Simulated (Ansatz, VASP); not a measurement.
Br in VASP and in Ansatz

```
Br
1.0
     3.23270    0.00000    0.00000
    -1.61635    2.79960    0.00000
     0.00000    0.00000    4.31359
Br
2
Direct
  0.33333 0.66667 0.25000
  0.66667 0.33333 0.75000
```

Change from the starting cell: volume scaled by 0.68, PAW files.

Alike in both runs: task single point; functional PBE; k mesh 14 × 14 × 8; occupations fermi-dirac, width 0.05 eV; no spin polarisation.

|  | VASP | Ansatz |
| --- | --- | --- |
| version | VASP 6.6.1 | Ansatz 0.2.0 |
| potentials or method | VASP PAW PBE potentials, release 64 (Br) | PAW with Ansatz's default frozen-core files, scalar-relativistic |
| plane-wave cutoff (eV) | 520 | 420 |
| valence electrons in the cell | 14 | 14 |

```csv
,VASP,Ansatz,Ansatz less VASP
pressure (GPa),21.9,21.9,-0.04
```
